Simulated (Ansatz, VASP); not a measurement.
ZnS: VASP beside Ansatz

```
Zn S
1.0
     3.78902    0.00000    0.00000
    -1.89451    3.28139    0.00000
     0.00000    0.00000   12.59023
Zn S
4 4
Cartesian
  0.0000 0.0000 0.0006
  0.0000 0.0000 6.2957
  0.0000 2.1876 3.1479
  1.8945 1.0938 9.4430
  0.0000 0.0000 2.3580
  0.0000 0.0000 8.6531
  0.0000 2.1876 5.5099
  1.8945 1.0938 11.8050
```

Change from the starting cell: strain -0.015 along x and y, +0.000 along z, atoms carried along.

Alike in both runs: task single point; functional PBE; k mesh 12 × 12 × 2; occupations gaussian, width 0.05 eV; no spin polarisation.

|  | VASP | Ansatz |
| --- | --- | --- |
| version | VASP 6.6.1 | Ansatz 0.2.0 |
| potentials or method | VASP PAW PBE potentials, release 64 (Zn, S), cutoff 520 eV | scalar-relativistic, plane waves, PAW |
| valence electrons in the cell | 72 | 72 |

```tsv
	VASP	Ansatz	Ansatz less VASP
gap on the k mesh at the Fermi level (eV)	2.16	2.15	-0.005
least direct gap on the mesh (eV)	2.16	2.15	-0.005
pressure (GPa)	2.5	2.3	-0.17
traceless stress, the component that is largest in VASP (GPa)	-1.43	-1.43	+0.003
rms of the force components (eV/Å)	0.061	0.060	-0.0011
```

Atom by atom the forces differ by 0.001 eV/Å (rms over components).
